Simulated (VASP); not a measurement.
## Ga2O3: single point with PBE

The system is Ga2O3.

```
CELL_PARAMETERS angstrom
2.52898 1.46010 4.54132
-2.52898 1.46010 4.54132
0.00000 -2.92021 4.54132
ATOMIC_POSITIONS crystal
Ga 0.35584 0.35584 0.35584
Ga 0.14416 0.14416 0.14416
Ga 0.64416 0.64416 0.64416
Ga 0.85584 0.85584 0.85584
O 0.55310 0.94690 0.25000
O 0.25000 0.55310 0.94690
O 0.94690 0.25000 0.55310
O 0.44690 0.05310 0.75000
O 0.75000 0.44690 0.05310
O 0.05310 0.75000 0.44690
```

```json
{
 "Program": "VASP 6.6.1",
 "Task": "single point",
 "Functional": "PBE",
 "Potentials or basis": "VASP PAW PBE potentials, release 64 (Ga_d, O)",
 "Cutoff": "600 eV",
 "k mesh": "6 × 6 × 6",
 "Occupations": "gaussian, width 0.02 eV",
 "Spin": "no spin polarisation",
 "Dipole correction": "no",
 "Further INCAR settings": "ALGO = Normal; EDIFF = 1e-06; NBANDS = 55"
}
```

```yaml
Pressure: 0.7 GPa
Largest_force: 0.012 eV/Å
Band_gap_on_the_k_mesh: 2.39 eV (least direct gap 2.62 eV)
```

Forces on the atoms (eV/Å):
```
Ga   0.000  0.000  0.012
Ga   0.000  0.000 -0.012
Ga   0.000  0.000 -0.012
Ga   0.000  0.000  0.012
O    0.002  0.000  0.000
O   -0.001  0.002  0.000
O   -0.001 -0.002  0.000
O   -0.002  0.000  0.000
O    0.001 -0.002  0.000
O    0.001  0.002  0.000
```

Stress tensor (GPa, compression positive):
```
0.71 0.00 0.00
0.00 0.71 0.00
0.00 0.00 0.60
```

Levels at points of the mesh, in eV from the valence-band top:
```
           k point  band 41  band 42  band 43  band 44  band 45  band 46  band 47  band 48
(0.00, 0.00, 0.00)    -0.32    -0.31    -0.23    -0.23     2.39     6.30     6.55     8.50
(0.50, 0.00, 0.00)    -0.93    -0.93    -0.15    -0.15     6.00     6.00     6.37     6.37
(0.50, 0.50, 0.00)    -0.82    -0.69    -0.25    -0.15     6.12     6.34     7.23     7.26
(0.50, 0.50, 0.50)    -0.29    -0.29    -0.29    -0.29     5.47     5.47     7.48     7.48
```

Wall time 10 min on 1 thread of Oxide Virtual Turin-like Processor, on a shared host, peak memory 0.37 GiB.

A k mesh can miss the band edges.
